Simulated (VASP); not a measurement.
Here is a VASP 6.6.1 calculation.

Contents of INCAR:

```
ALGO = Normal
EDIFF = 1E-6
ENCUT = 520
GGA = PE
ISIF = 2
ISMEAR = -1
LASPH = T
LCHARG = T
LELF = T
LREAL = F
LVHAR = T
LWAVE = F
NBANDS = 17
NELM = 80
PREC = Accurate
SIGMA = 0.05
```

The input KPOINTS:

```
k-points
0
Gamma
  14 14 12
```

File POSCAR:

```
PbO
1.0
    3.4009633891      0.0000000000      0.0000000000
   -1.7004816946      2.9453206923      0.0000000000
    0.0000000000      0.0000000000      3.2308165710
Pb O
1 1
Direct
    0.0000000000      0.0000000000      0.0000000000
    0.3333333333      0.6666666667      0.5000000000
```

Potentials or basis: VASP PAW PBE potentials, release 64 (Pb_d, O).

The run is started by

```bash
$ cat potpaw_PBE.64/Pb_d/POTCAR potpaw_PBE.64/O/POTCAR > POTCAR
$ mpirun -np 1 vasp_std > vasp.out
```

Predict the pressure.

11.9 GPa.

Predict the band gap on the k mesh.

zero (band 10 reaches 8.04 eV, above the bottom of band 11 at 7.96 eV).

Caveat: spin-orbit coupling is left out, which moves the levels of the heavy elements.
